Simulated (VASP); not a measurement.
Runs of VASP 6.6.1 on BiRu (rocksalt type). The structure is cubic, space group Fm-3m (No. 225). Conventional cell: a = 5.549 Å, b = 5.549 Å, c = 5.549 Å, α = 90.00°, β = 90.00°, γ = 90.00°. Ru (site symmetry m-3m) has 6 Bi at 2.77 Å within 3.7 Å. Bi (site symmetry m-3m) has 6 Ru at 2.77 Å within 3.7 Å. 

| task | level | potentials or basis | spin | gap on the mesh (eV) | pressure (GPa) |
| --- | --- | --- | --- | --- | --- |
| electric field gradients | PBEsol | VASP PAW PBE potentials, release 64 (Ru_pv, Bi_d) | off | none | -5.3 |
| single point | PBE | VASP PAW PBE potentials, release 64 (Ru_pv, Bi_d) | off | none | 0.1 |
| electric field gradients | r2SCAN | VASP PAW PBE potentials, release 64 (Ru_pv, Bi_d) | off | none | -2.4 |
| single point | PBE | VASP PAW PBE potentials, release 64 (Ru_pv, Bi_d) | non-collinear, zero start, SOC | - | (a) |
| electric field gradients | LDA | VASP PAW LDA potentials, release 64 (Ru_pv, Bi_d) | off | none | (b) |

Alike in all rows: cell as given; k mesh 10 × 10 × 10; cutoff (eV) 520; smearing fermi-dirac 0.05 eV.

Question: Estimate the missing entries.

Answer: (a) 0.5; (b) -7.9.

Caveats: spin-orbit coupling is left out, which moves the levels of the heavy elements (at least some runs); the cell stands under tension (at least some runs); the PAW data sets were made with another functional, which shifts forces and pressure a little (at least some runs).

A k mesh can miss the band edges, and rows without SOC leave out spin-orbit coupling on Bi, Ru.

A gap of «none» marks levels without a gap at the run's occupations.
